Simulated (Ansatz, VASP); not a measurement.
# One calculation of SiB6, two programs

```xyz
7
Lattice="4.1300 0.0000 0.0000 0.0000 4.1300 0.0000 0.0000 0.0000 4.1300" Properties=species:S:1:pos:R:3 pbc="T T T"
Si    0.0000    0.0000    0.0000
B     0.8673    2.0650    2.0650
B     2.0650    0.8673    2.0650
B     3.2627    2.0650    2.0650
B     2.0650    3.2627    2.0650
B     2.0650    2.0650    0.8673
B     2.0650    2.0650    3.2627
```

Alike in both runs: task single point; functional PBE; k mesh 4 × 4 × 4; occupations gaussian, width 0.1 eV; no spin polarisation.

|  | VASP | Ansatz |
| --- | --- | --- |
| version | VASP 6.6.1 | Ansatz 0.2.0 |
| potentials or method | VASP PAW PBE potentials, release 64 (Si, B), cutoff 500 eV | scalar-relativistic, plane waves, PAW |
| valence electrons in the cell | 22 | 22 |

```csv
,VASP,Ansatz,Ansatz less VASP
gap on the k mesh at the Fermi level (eV),0.41,0.41,-0.001
least direct gap on the mesh (eV),1.41,1.41,-0.001
pressure (GPa),3.9,3.8,-0.12
rms of the force components (eV/Å),1.408,1.385,-0.0226
```

Atom by atom the forces differ by 0.023 eV/Å (rms over components).
